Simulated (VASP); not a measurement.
A run of VASP 6.6.1 is set up as follows.

Contents of INCAR:

```
SYSTEM = Cu
PREC = Accurate
ENCUT = 520
EDIFF = 1E-8
ISMEAR = -1
SIGMA = 0.08
LREAL = .FALSE.
LASPH = .TRUE.
NELM = 80
ALGO = Normal
ISIF = 2
LWAVE = .FALSE.
LCHARG = .FALSE.
GGA = PE
LEFG = .TRUE.
NBANDS = 12
```

File KPOINTS:

```
Automatic mesh
0
G
  19 19 19
  0 0 0
```

File POSCAR:

```
Cu
1.0
    0.0000000000      1.7709157724      1.7709157724
    1.7709157724      0.0000000000      1.7709157724
    1.7709157724      1.7709157724      0.0000000000
Cu
1
Direct
    0.0000000000      0.0000000000      0.0000000000
```

Potentials or basis: VASP PAW PBE potentials, release 64 (Cu).

Launch:

```bash
$ cat potpaw_PBE.64/Cu/POTCAR > POTCAR
$ mpirun -np 1 vasp_std > vasp.out
```

(1) Estimate the pressure.

## Answers

(1) 12.9 GPa.

Caveat: without QUAD_EFG the Cq values of the log hold for a quadrupole moment of 1 mb, not for the nuclei.
